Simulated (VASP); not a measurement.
Write the native input for VASP 6.6.1 that does the following.

* Task: relaxation of cell and atoms
* Functional: PBE
* Potentials or basis: VASP PAW PBE potentials, release 64 (Mg, W_sv)
* Cutoff: 600 eV
* k mesh: 4 × 4 × 6
* Occupations: gaussian, width 0.1 eV
* Spin: no spin polarisation
* Dipole correction: no
* Further INCAR settings: ALGO = Normal; EDIFF = 1e-06; IBRION = 2; EDIFFG = -0.04; NSW = 90; ISIF = 3

The structure of MgW lies in POSCAR:

```
MgW
1.0
    2.8418342000     -3.7716452900      0.0000000000
    2.8418342000      3.7716452900      0.0000000000
    0.0000000000      0.0000000000      3.2504928100
Mg W
1 1
Direct
    0.5000000000      0.5000000000      0.0000000000
    0.0000000000      0.0000000000      0.0000000000
```

One way to write it, as run:

INCAR

```
SYSTEM = MgW
PREC = Accurate
ENCUT = 600
EDIFF = 1E-6
ISMEAR = 0
SIGMA = 0.1
LREAL = .False.
LASPH = .True.
NELM = 60
ALGO = Normal
ISIF = 3
LWAVE = .False.
LCHARG = .False.
GGA = PE
IBRION = 2
NSW = 90
EDIFFG = -0.04
```

KPOINTS

```
regular mesh
0
Gamma
  4 4 6
  0 0 0
```

Potentials or basis: VASP PAW PBE potentials, release 64 (Mg, W_sv).

Command:

```console
$ cat potpaw_PBE.64/Mg/POTCAR potpaw_PBE.64/W_sv/POTCAR > POTCAR
$ mpirun -np 1 vasp_std > vasp.out
```

It gave:

```json
{
 "Relaxed volume": "19.21 Å³/atom",
 "Relaxed cell": "a = 3.870 Å, b = 3.870 Å, c = 2.565 Å, α = 90.00°, β = 90.00°, γ = 90.00°",
 "Space group after relaxing (to 0.05 Å)": "P4/mmm (No. 123)",
 "Energy gained by relaxing": "1530.0 meV/atom",
 "Ionic steps": "11",
 "Pressure after relaxing": "0.0 GPa",
 "Band gap on the k mesh": "zero (band 8 reaches 7.75 eV, above the bottom of band 9 at 5.42 eV)"
}
```

Caveat: the volume moved by over 15 % at a fixed basis, so the end points are rough; spin-orbit coupling is left out, which moves the levels of the heavy elements.

Wall time 2.3 min on 1 thread of Intel(R) Xeon(R) Platinum 8259CL CPU @ 2.50GHz (Skylake/Cascade Lake), with other jobs on the host, peak memory 0.24 GiB.
